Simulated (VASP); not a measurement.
**Hf2Br3: single point with PBE**

Hf2Br3:

```xyz
10
Lattice="2.9765 1.7185 7.6229 -2.9765 1.7185 7.6229 0.0000 -3.4370 7.6229" Properties=species:S:1:pos:R:3 pbc="T T T"
Hf    0.0000    0.0000   19.0063
Hf    0.0000    0.0000   15.2968
Hf    0.0000    0.0000    3.8624
Hf    0.0000    0.0000    7.5719
Br   -0.9474   -1.7185    9.5286
Br    1.9620    0.0388    9.5286
Br   -1.0146    1.6797    9.5286
Br    0.9474    1.7185   13.3401
Br   -1.9620   -0.0388   13.3401
Br    1.0146   -1.6797   13.3401
```

* Program: VASP 6.6.1
* Task: single point
* Functional: PBE
* Potentials or basis: VASP PAW PBE potentials, release 64 (Hf_pv, Br)
* Cutoff: 520 eV
* k mesh: 3 × 3 × 3
* Occupations: gaussian, width 0.1 eV
* Spin: no spin polarisation
* Dipole correction: no
* Further INCAR settings: ALGO = Normal; EDIFF = 1e-06; NBANDS = 52

| Property | Result |
| --- | --- |
| Pressure | -0.4 GPa |
| Largest force | 0.022 eV/Å |
| Band gap on the k mesh | zero (bands 41 and 42 overlap by 0.29 eV) |

Forces in eV/Å, atoms in the order of the input:
```
Hf   0.000  0.000 -0.006
Hf   0.000  0.000  0.006
Hf   0.000  0.000  0.006
Hf   0.000  0.000 -0.006
Br  -0.022  0.000  0.000
Br   0.011 -0.019  0.000
Br   0.011  0.019  0.000
Br   0.022  0.000  0.000
Br  -0.011  0.019  0.000
Br  -0.011 -0.019  0.000
```

Stress tensor (GPa, compression positive):
```
-0.32  0.00  0.00
 0.00 -0.32  0.00
 0.00  0.00 -0.42
```

Levels at points of the mesh, in eV from the Fermi level:
```
           k point  band 37  band 38  band 39  band 40  band 41  band 42  band 43  band 44  band 45  band 46
(0.00, 0.00, 0.00)    -2.12    -0.25    -0.25    -0.02    -0.02     0.69     0.69     0.77     1.19     1.31
```

Run time: 2.1 min on 1 thread of Intel(R) Xeon(R) Platinum 8488C (Sapphire Rapids) (shared host), peak memory 0.55 GiB.

Caveat: the k points lie up to 0.42 Å⁻¹ apart; spin-orbit coupling is left out, which moves the levels of the heavy elements.
